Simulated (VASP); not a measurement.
Crystal: Mg3SnO.

```
Sn O Mg
1.0
     3.89898    0.00000    0.00000
     0.00000    3.89898    0.00000
     0.00000    0.00000    3.89898
Sn O Mg
1 1 3
Direct
  0.00000 0.00000 0.00000
  0.50000 0.50000 0.50000
  0.50000 0.50000 0.00000
  0.50000 0.00000 0.50000
  0.00000 0.50000 0.50000
```

* Program: VASP 6.6.1
* Task: relaxation of cell and atoms
* Functional: PBE
* Potentials or basis: VASP PAW PBE potentials, release 64 (Sn_d, O, Mg)
* Cutoff: 600 eV
* k mesh: 6 × 6 × 6
* Occupations: fermi-dirac, width 0.02 eV
* Spin: no spin polarisation

At the start: pressure 51.7 GPa; volume 11.85 Å³/atom.

Problem. How do energy, volume and symmetry change on relaxing?

Solution. Over 5 steps the energy falls by 594.1 meV/atom and the volume is 16.82 Å³/atom (+41.9 %); space group Pm-3m (No. 221, to 0.1 Å) before and after.

Step by step:
| step | energy change (eV) | largest force (eV/Å) | pressure (GPa) | volume (Å³) |
| --- | --- | --- | --- | --- |
| 1 | 0.0000 | 0.0000 | 51.72 | 59.27 |
| 2 | -2.5404 | 0.0000 | -8.43 | 98.54 |
| 3 | -2.9695 | 0.0000 | 0.61 | 83.41 |
| 4 | -2.9707 | 0.0000 | -0.12 | 84.23 |
| 5 | -2.9707 | 0.0000 | 0.02 | 84.08 |

Final structure:
```
CELL_PARAMETERS angstrom
4.38099 0.00000 0.00000
0.00000 4.38099 0.00000
0.00000 0.00000 4.38099
ATOMIC_POSITIONS crystal
Sn 0.00000 0.00000 0.00000
O 0.50000 0.50000 0.50000
Mg 0.50000 0.50000 0.00000
Mg 0.50000 0.00000 0.50000
Mg 0.00000 0.50000 0.50000
```

Caveat: the volume moved by over 15 % at a fixed basis, so the end points are rough.
